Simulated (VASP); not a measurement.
A run of VASP 6.6.1:

INCAR

```
  ALGO = Fast
  EDIFF = 1E-7
  ENCUT = 520
  GGA = PS
  ISIF = 2
  ISMEAR = 0
  LASPH = True
  LCHARG = False
  LREAL = False
  LWAVE = False
  NBANDS = 44
  NELM = 80
  PREC = Accurate
  SIGMA = 0.1
```

File KPOINTS:

```
k-points
0
Gamma
  8 8 4
```

POSCAR

```
MnAl6
1.0
    3.7076548160     -3.1752899165      0.0000000000
    3.7076548160      3.1752899165      0.0000000000
    0.0000000000      0.0000000000      8.6583963754
Mn Al
2 12
Direct
    0.4589046173      0.5410953827      0.7500000000
    0.5410953827      0.4589046173      0.2500000000
    0.6058981569      0.0292127393      0.7500000000
    0.3941018431      0.9707872607      0.2500000000
    0.3263030010      0.3263030010      0.0000000000
    0.6736969990      0.6736969990      0.5000000000
    0.6736969990      0.6736969990      0.0000000000
    0.3263030010      0.3263030010      0.5000000000
    0.8576061318      0.1423938682      0.0996198922
    0.1423938682      0.8576061318      0.5996198922
    0.8576061318      0.1423938682      0.4003801078
    0.1423938682      0.8576061318      0.9003801078
    0.0292127393      0.6058981569      0.2500000000
    0.9707872607      0.3941018431      0.7500000000
```

Potentials or basis: VASP PAW PBE potentials, release 64 (Mn_pv, Al).

Run with:

```sh
$ cat potpaw_PBE.64/Mn_pv/POTCAR potpaw_PBE.64/Al/POTCAR > POTCAR
$ mpirun -np 1 vasp_std > vasp.out
```

Hardware: 1 thread of Intel Xeon 8259CL, on a shared host.

Problem. Estimate the wall time of this run.

Solution. It took 21 min on 1 thread of Intel Xeon 8259CL, on a shared host, peak memory 0.56 GiB. Counts: scf iterations 19, k points 63.
